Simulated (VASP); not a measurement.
**Rb: single point with LDA**

Crystal: Rb.

```xyz
1
Lattice="-2.6860 2.6860 2.6860 2.6860 -2.6860 2.6860 2.6860 2.6860 -2.6860" Properties=species:S:1:pos:R:3 pbc="T T T"
Rb    0.0000    0.0000    0.0000
```

```
Program                : VASP 6.6.1
Task                   : single point
Functional             : LDA
Potentials or basis    : VASP PAW LDA potentials, release 64 (Rb_sv)
Cutoff                 : 520 eV
k mesh                 : 8 × 8 × 8
Occupations            : fermi-dirac, width 0.3 eV
Spin                   : no spin polarisation
Dipole correction      : no
Further INCAR settings : ALGO = Normal; EDIFF = 1e-06; NBANDS = 10
```

- Pressure: 0.1 GPa

Levels at points of the mesh, in eV from the Fermi level:
| k point | band 1 | band 2 | band 3 | band 4 | band 5 | band 6 | band 7 | band 8 | band 9 |
| --- | --- | --- | --- | --- | --- | --- | --- | --- | --- |
| (0.00, 0.00, 0.00) | -28.65 | -12.73 | -12.73 | -12.73 | -2.14 | 3.79 | 3.79 | 3.79 | 4.89 |
| (0.50, 0.00, 0.00) | -28.64 | -12.90 | -12.78 | -12.73 | 0.22 | 1.04 | 2.61 | 4.56 | 5.54 |
| (0.50, 0.50, 0.50) | -28.63 | -12.85 | -12.85 | -12.85 | 1.22 | 1.22 | 3.76 | 3.76 | 3.76 |

Run time: 10 s on 1 thread of Intel Xeon 6975P-C (shared host), peak memory 0.17 GiB.
